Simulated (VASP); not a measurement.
# B2P (P1) in VASP: further runs

The runs below take B2P through relaxation of cell and atoms, with PBE.

Everything below comes from runs of VASP 6.6.1. Logs are shortened: lines on timing, memory, paths and dates and some standing lists are left out, and cuts for length are marked.

**1. The cell of the first run**

The typed cell holds 6 atoms: a = 3.166 Å, b = 4.086 Å, c = 4.829 Å, α = 104.92°, β = 96.15°, γ = 97.44°.

**2. Relaxation of cell and atoms, PBE**

File INCAR:

```
SYSTEM = B2P
ALGO = Fast ; EDIFF = 1E-7
EDIFFG = -0.01 ; ENCUT = 600
GGA = PE ; IBRION = 2
ISIF = 3 ; ISMEAR = 0
LASPH = .TRUE. ; LCHARG = .FALSE.
LREAL = .FALSE. ; LWAVE = .FALSE.
NELM = 100 ; NSW = 100
PREC = Accurate ; SIGMA = 0.1
```

File KPOINTS:

```
k-points
0
G
  12 10 8
  0 0 0
```

File POSCAR:

```
B2P
1.0
    3.1661895598      0.0000000000      0.0000000000
   -0.5291322162      4.0518333378      0.0000000000
   -0.5174717751     -1.3214593961      4.6160434116
B P
4 2
Direct
    0.8309677216      0.0063897444      0.7032824897
    0.0846898928      0.2446672786      0.4481587776
    0.4006922332      0.2230909150      0.7817038655
    0.4979500618      0.5999334903      0.0557060803
    0.0448759810      0.8897555475      0.0716741861
    0.6408241095      0.5361630243      0.4394746008
```

Potentials or basis: VASP PAW PBE potentials, release 64 (B, P).

Run with:

```
$ cat potpaw_PBE.64/B/POTCAR potpaw_PBE.64/P/POTCAR > POTCAR
$ mpirun -np 1 vasp_std > vasp.out
```

OUTCAR:

```text
SYSTEM = B2P
   EDIFF = 1E-7
   EDIFFG = -0.01
   ENCUT = 600
   GGA = PE
   IBRION = 2
   ISIF = 3
   ISMEAR = 0
   LASPH = .TRUE.
   LREAL = .FALSE.
   NELM = 100
   NSW = 100
   PREC = Accurate

 ion  position               nearest neighbor table
   1  0.831  0.006  0.703-   3 1.74   3 1.86   2 1.93   6 1.99   5 2.03
   2  0.085  0.245  0.448-   3 1.83   1 1.93   6 1.96   5 1.99   6 2.00
   3  0.401  0.223  0.782-   4 1.72   1 1.74   2 1.83   1 1.86   5 2.45   6 2.46
   4  0.498  0.600  0.056-   3 1.72   5 1.95   6 1.95   5 1.97
   5  0.045  0.890  0.072-   4 1.95   4 1.97   2 1.99   1 2.03   3 2.45   6 2.87
   6  0.641  0.536  0.439-   4 1.95   2 1.96   1 1.99   2 2.00   3 2.46   5 2.87

  LATTYP: Found a triclinic cell.
 ALAT       =     4.0862371810
 B/A-ratio  =     1.7335761166
 C/A-ratio  =     0.7748423353
 COS(alpha) =     0.0016460707
 COS(beta)  =     0.1294913126
 COS(gamma) =     0.7523589217

  Lattice vectors:

 A1 = (  -0.5291322162,   4.0518333378,   0.0000000000)
 A2 = (  -0.0116604411,   5.3732927339,  -4.6160434116)
 A3 = (  -3.1661895598,   0.0000000000,   0.0000000000)

Analysis of symmetry for initial positions (statically):
=====================================================================
 Subroutine PRICEL returns:
 Original cell was already a primitive cell.

 Routine SETGRP: Setting up the symmetry group for a
 triclinic supercell.

 Subroutine GETGRP returns: Found  1 space group operations
 (whereof  1 operations were pure point group operations)
 out of a pool of  2 trial point group operations.

The static configuration has the point symmetry C_1 .

Analysis of symmetry for dynamics (positions and initial velocities):
=====================================================================
 Subroutine PRICEL returns:
 Original cell was already a primitive cell.

 Routine SETGRP: Setting up the symmetry group for a
 triclinic supercell.

 Subroutine GETGRP returns: Found  1 space group operations
 (whereof  1 operations were pure point group operations)
 out of a pool of  2 trial point group operations.

The dynamic configuration has the point symmetry C_1 .

 Subroutine INISYM returns: Found  1 space group operations
 (whereof  1 operations are pure point group operations),
 and found     1 'primitive' translations

----------------------------------------------------------------------------------------

                                     Primitive cell

  volume of cell :      59.2186

  direct lattice vectors                    reciprocal lattice vectors
     3.166189560  0.000000000  0.000000000     0.315837059  0.041245419  0.047213791
    -0.529132216  4.051833338  0.000000000     0.000000000  0.246801859  0.070653286
    -0.517471775 -1.321459396  4.616043412     0.000000000  0.000000000  0.216635744

  length of vectors
     3.166189560  4.086237181  4.829274143     0.321999029  0.256715883  0.216635744

  position of ions in fractional coordinates (direct lattice)
     0.830967722  0.006389744  0.703282490
     0.084689893  0.244667279  0.448158778
     0.400692233  0.223090915  0.781703865
     0.497950062  0.599933490  0.055706080
     0.044875981  0.889755548  0.071674186
     0.640824110  0.536163024  0.439474601

  ion indices of the primitive-cell ions
   primitive index   ion index
                 1           1
                 2           2
                 3           3
                 4           4
                 5           5
                 6           6

----------------------------------------------------------------------------------------

 KPOINTS: k-points

Automatic generation of k-mesh.
 Grid dimensions read from file:
 generate k-points for:   12   10    8

 Generating k-lattice:

  Cartesian coordinates                     Fractional coordinates (reciprocal lattice)
     0.026319755  0.003437118  0.003934483     0.083333333 -0.000000000  0.000000000
     0.000000000  0.024680186  0.007065329     0.000000000  0.100000000  0.000000000
     0.000000000  0.000000000  0.027079468     0.000000000  0.000000000  0.125000000

  Length of vectors
     0.026833252  0.025671588  0.027079468

  Shift w.r.t. Gamma in fractional coordinates (k-lattice)
     0.000000000  0.000000000  0.000000000

 Subroutine IBZKPT returns following result:
 ===========================================

 Found    484 irreducible k-points:

 Following reciprocal coordinates:
            Coordinates               Weight
  0.000000  0.000000  0.000000      1.000000
  0.083333 -0.000000  0.000000      2.000000
  0.166667  0.000000  0.000000      2.000000
  0.250000  0.000000  0.000000      2.000000
  0.333333 -0.000000  0.000000      2.000000
  0.416667  0.000000  0.000000      2.000000
[... 16 lines left out ...]
  0.250000  0.200000  0.000000      2.000000
  0.333333  0.200000  0.000000      2.000000
 [... further k-points ...]
   k-points           NKPTS =    484   k-points in BZ     NKDIM =    484   number of bands    NBANDS=     15
   number of dos      NEDOS =    301   number of ions     NIONS =      6
   total plane-waves  NPLWV =  40320
   dimension x,y,z NGX =    28 NGY =   36 NGZ =   40
   dimension x,y,z NGXF=    56 NGYF=   72 NGZF=   80
   ions per type =               4   2
   NGX,Y,Z   is equivalent  to a cutoff of  14.70, 14.65, 13.77 a.u.
   NGXF,Y,Z  is equivalent  to a cutoff of  29.40, 29.29, 27.54 a.u.
 SYSTEM =  B2P
   PREC   = accura    normal or accurate (medium, high low for compatibility)
   ISTART =      0    job   : 0-new  1-cont  2-samecut
   ICHARG =      2    charge: 1-file 2-atom 10-const
   ISPIN  =      1    spin polarized calculation?
   LNONCOLLINEAR =      F non collinear calculations
   LSORBIT =      F    spin-orbit coupling
   LASPH  =      T    aspherical Exc in radial PAW
   ENCUT  =  600.0 eV  44.10 Ry    6.64 a.u.   6.32  8.16  9.65*2*pi/ulx,y,z
   NELM   =    100;   NELMIN=  2; NELMDL= -5     # of ELM steps
   EDIFF  = 0.1E-06   stopping-criterion for ELM
   LREAL  =      F    real-space projection
   EDIFFG = -.1E-01   stopping-criterion for IOM
   NSW    =    100    number of steps for IOM
   IBRION =      2    ionic relax: 0-MD 1-quasi-New 2-CG
   NFREE  =      1    steps in history (QN), initial steepest desc. (CG)
   ISIF   =      3    stress and relaxation
   ISYM   =      2    0-nonsym 1-usesym 2-fastsym
   POTIM  = 0.5000    time-step for ionic-motion
   TEBEG  =    0.0;   TEEND  =   0.0 temperature during run
   PSTRESS=    0.0 pullay stress
   NELECT =      22.0000    total number of electrons
   NUPDOWN=      -1.0000    fix difference up-down
   EMIN   =  10.00;   EMAX   =-10.00  energy-range for DOS
   EFERMI =   0.00;   METHOD = LEGACY
   ISMEAR =     0;   SIGMA  =   0.10  broadening in eV -4-tet -1-fermi 0-gaus
   EFERMI_NEDOS =   21; number of points for ismear=-14 and -15
   IALGO  =     68    algorithm
   IMIX   =      4    mixing-type and parameters
     AMIX     =   0.40;   BMIX     =  1.00
     AMIX_MAG =   1.60;   BMIX_MAG =  1.00
  volume/ion in A,a.u.               =       9.87        66.60
  Fermi-wavevector in a.u.,A,eV,Ry     =   1.176873  2.223968 18.844478  1.385030
  Thomas-Fermi vector in A             =   2.313229
   LORBIT       =      0    0 simple, 1 ext, 2 COOP (PROOUT), +10 PAW based schemes
   GGA     = PE    functional components
   LHFCALC =     F    Hartree Fock is set to
   AEXX    =    0.0000 exact exchange contribution
   IVDW    =     0    specifies the selected vdW correction
   LEPSILON=     F    determine dielectric tensor
   LRPA    =     F    only Hartree local field effects (RPA)
 conjugate gradient relaxation of ions
 non-spin polarized calculation
 RMM-DIIS sequential band-by-band and
 Gauss-broadening in eV      SIGMA  =   0.10
  energy-cutoff  :      600.00
  volume of cell :       59.22
 maximum number of plane-waves:      1995
 NGX is ok and might be reduce to    28
   NGX = 13   NGY = 17   NGZ = 19

--------------------------------------- Ionic step        1  -------------------------------------------

 number of electron      22.0000000 magnetization

 Free energy of the ion-electron system (eV)
  ---------------------------------------------------
  ext. energy  EPLUGINS =         0.00000000
  ---------------------------------------------------
  free energy    TOTEN  =       -37.54688560 eV

  energy without entropy =      -37.54641274  energy(sigma->0) =      -37.54664917

------------------------ aborting loop because EDIFF is reached ----------------------------------------

  FORCE on cell =-STRESS in cart. coord.  units (eV):
  Direction    XX          YY          ZZ          XY          YZ          ZX
  --------------------------------------------------------------------------------------
  -------------------------------------------------------------------------------------
  Total       -0.0635873     -0.0880711     -0.0577647     -0.0179493      0.0066568      0.0018019
  in kB       -1.7203734     -2.3827899     -1.5628420     -0.4856232      0.1801022      0.0487502
  external PRESSURE =      -1.8886684 kB  Pullay stress =       0.0000000 kB
[... 65 lines left out ...]
  energy  without entropy=      -37.5464744199  energy(sigma->0) =      -37.54670174

--------------------------------------- Ionic step        3  -------------------------------------------

 number of electron      22.0000000 magnetization

 Free energy of the ion-electron system (eV)
  ---------------------------------------------------
  ext. energy  EPLUGINS =         0.00000000
  ---------------------------------------------------
  free energy    TOTEN  =       -37.54694478 eV

  energy without entropy =      -37.54648410  energy(sigma->0) =      -37.54671444

 E-fermi :   7.6585     XC(G=0): -11.3513

 val. band max:        7.5752555771   @ k =  -0.1667  -0.3000   0.3750
 cond. band min:       7.6791362101   @ k =   0.1667   0.3000   0.5000
 fundamental gap:      0.1038806331
 Fermi energy:         7.6584550366

 k-point     1 :       0.0000    0.0000    0.0000
  band No.  band energies     occupation
      1      -8.2331      2.00000
      2      -3.4704      2.00000
      3      -1.9587      2.00000
      4       0.3633      2.00000
      5       0.9609      2.00000
      6       2.0213      2.00000
      7       2.5800      2.00000
      8       4.2005      2.00000
      9       4.9192      2.00000
     10       6.7441      2.00000
     11       7.1974      2.00000
     12      10.2039      0.00000
     13      10.8960      0.00000
     14      11.4032      0.00000
     15      11.6289      0.00000
[... 397 lines left out ...]
 k-point    24 :       0.3333    0.2000    0.0000
  band No.  band energies     occupation
      1      -6.2899      2.00000
      2      -3.9795      2.00000
      3      -1.9105      2.00000
      4      -0.7123      2.00000
      5       0.7124      2.00000
      6       1.9870      2.00000
      7       2.6554      2.00000
      8       3.4247      2.00000
      9       4.2986      2.00000
     10       5.1624      2.00000
     11       5.4285      2.00000
     12       8.1408      0.00000
     13       9.2956      0.00000
     14      10.9298      0.00000
     15      11.6300      0.00000

 [... further k-points ...]
[... 5 lines left out ...]
  --------------------------------------------------------------------------------------
  -------------------------------------------------------------------------------------
  Total        0.0191924     -0.0000107      0.0013112     -0.0093672      0.0100817      0.0005926
  in kB        0.5198365     -0.0002889      0.0355141     -0.2537151      0.2730684      0.0160512
  external PRESSURE =       0.1850206 kB  Pullay stress =       0.0000000 kB
[... 21 lines left out ...]
  FREE ENERGIE OF THE ION-ELECTRON SYSTEM (eV)
  ---------------------------------------------------
  free  energy   TOTEN  =       -37.5469447774 eV

  energy  without entropy=      -37.5464840988  energy(sigma->0) =      -37.54671444

 reached required accuracy - stopping structural energy minimisation
```

It took 27 min on 1 thread of Oxide Virtual Turin-like, shared host; peak memory 0.52 GiB.

Results:

```yaml
Free_energy: -37.5469 eV
Relaxed_volume: 9.86 Å³/atom
Relaxed_cell: a = 3.165 Å, b = 4.084 Å, c = 4.828 Å, α = 104.91°, β = 96.15°, γ = 97.45°
Space_group_after_relaxing_to_0.1_Å: P1 (No. 1)
Energy_gained_by_relaxing: 0.0 meV/atom
Ionic_steps: 3
Pressure_after_relaxing: 0.0 GPa
Largest_force_after_relaxing: 0.006 eV/Å
Band_gap_on_the_k_mesh: zero (bands 11 and 12 overlap by 0.18 eV)
```

Forces on the atoms (eV/Å):
```
B    0.005 -0.004 -0.001
B    0.002 -0.002 -0.002
B    0.000  0.002 -0.002
B   -0.005  0.002  0.003
P   -0.001  0.002  0.002
P    0.000 -0.001  0.001
```

Final structure:
```yaml
crystal:
  lattice:
    - [3.16511, -0.00030, 0.00003]
    - [-0.52934, 4.04998, 0.00014]
    - [-0.51712, -1.32062, 4.61457]
  atoms:
    - { symbol: B, position: [0.83090, 0.00633, 0.70328] }
    - { symbol: B, position: [0.08463, 0.24474, 0.44809] }
    - { symbol: B, position: [0.40083, 0.22314, 0.78173] }
    - { symbol: B, position: [0.49790, 0.60000, 0.05569] }
    - { symbol: P, position: [0.04483, 0.88971, 0.07171] }
    - { symbol: P, position: [0.64091, 0.53608, 0.43950] }
```

Caveat: semilocal functionals underestimate gaps, so a narrow gap can read as zero.

**3. Relaxation of cell and atoms, PBE**

File INCAR:

```
PREC = Accurate ; ENCUT = 600
EDIFF = 1E-7 ; ISMEAR = 0
SIGMA = 0.1 ; LREAL = False
LASPH = True ; NELM = 80
ALGO = Fast ; ISIF = 3
LWAVE = False ; LCHARG = False
GGA = PE ; IBRION = 2
NSW = 100 ; EDIFFG = -0.01
```

File KPOINTS:

```
Automatic mesh
0
Gamma
  12 10 8
```

File POSCAR:

```
B2P
1.0
    3.1661103548      0.0000000000      0.0000000000
   -0.5307902838      4.0525026367      0.0000000000
   -0.5167910841     -1.3239700595      4.6152986708
B P
4 2
Direct
    0.3310415578      0.5064060718      0.2033453694
    0.9010949616      0.7233289778      0.2814222818
    0.5845289972      0.7445617037      0.9481687295
    0.9976696847      0.0999904827      0.5558265126
    0.5446099951      0.3896528813      0.5717055047
    0.1410548036      0.0360598827      0.9395316020
```

Potentials or basis: VASP PAW PBE potentials, release 64 (B, P).

Run with:

```
$ cat potpaw_PBE.64/B/POTCAR potpaw_PBE.64/P/POTCAR > POTCAR
$ mpirun -np 1 vasp_std > vasp.out
```

Wall time 27 min (1 thread of Oxide Virtual Turin-like, shared host); peak memory 0.52 GiB.

It converged, with:

```yaml
Free_energy: -37.5469 eV
Relaxed_volume: 9.86 Å³/atom
Relaxed_cell: a = 3.165 Å, b = 4.084 Å, c = 4.826 Å, α = 104.91°, β = 96.15°, γ = 97.45°
Space_group_after_relaxing_to_0.1_Å: P1 (No. 1)
Energy_gained_by_relaxing: 0.0 meV/atom
Ionic_steps: 2
Pressure_after_relaxing: 0.1 GPa
Largest_force_after_relaxing: 0.009 eV/Å
Band_gap_on_the_k_mesh: zero (bands 11 and 12 overlap by 0.18 eV)
```

Forces on the atoms (eV/Å):
```
B    0.003  0.002 -0.002
B    0.000 -0.007 -0.005
B    0.000 -0.005 -0.001
B   -0.005  0.004  0.005
P    0.004  0.002  0.001
P   -0.002  0.004  0.001
```

Final structure:
```
B P
1.0
     3.16494    0.00035   -0.00004
    -0.53014    4.04949    0.00143
    -0.51681   -1.32144    4.61311
B P
4 2
Direct
  0.33110 0.50629 0.20337
  0.90115 0.72344 0.28155
  0.58460 0.74466 0.94805
  0.99767 0.09997 0.55573
  0.54452 0.38963 0.57174
  0.14098 0.03600 0.93956
```

Levels at points of the mesh, in eV from the Fermi level:
```
           k point  band 7  band 8  band 9  band 10  band 11  band 12  band 13  band 14  band 15
(0.00, 0.00, 0.00)   -5.08   -3.46   -2.74    -0.92    -0.46     2.54     3.24     3.74     3.97
(0.50, 0.00, 0.00)   -4.78   -4.27   -3.92    -3.53    -2.54    -0.16     1.11     1.34     4.09
(0.00, 0.50, 0.00)   -3.31   -2.58   -1.96    -0.70    -0.45     2.27     2.82     4.13     4.29
(0.50, 0.50, 0.00)   -6.13   -5.62   -4.16    -3.29    -2.46     3.14     3.90     4.16     5.01
(0.00, 0.00, 0.50)   -3.89   -3.68   -2.32    -1.70    -0.85     0.81     1.73     2.28     4.16
(0.50, 0.00, 0.50)   -4.93   -3.99   -3.60    -2.39    -1.90     0.72     1.88     2.52     4.35
(0.00, 0.50, 0.50)   -2.88   -2.42   -2.27    -1.26    -0.92     2.23     2.97     3.12     4.51
(0.50, 0.50, 0.50)   -6.04   -5.42   -2.57    -1.64    -0.66     0.39     2.57     5.13     5.48
```

Caveat: semilocal functionals underestimate gaps, so a narrow gap can read as zero.
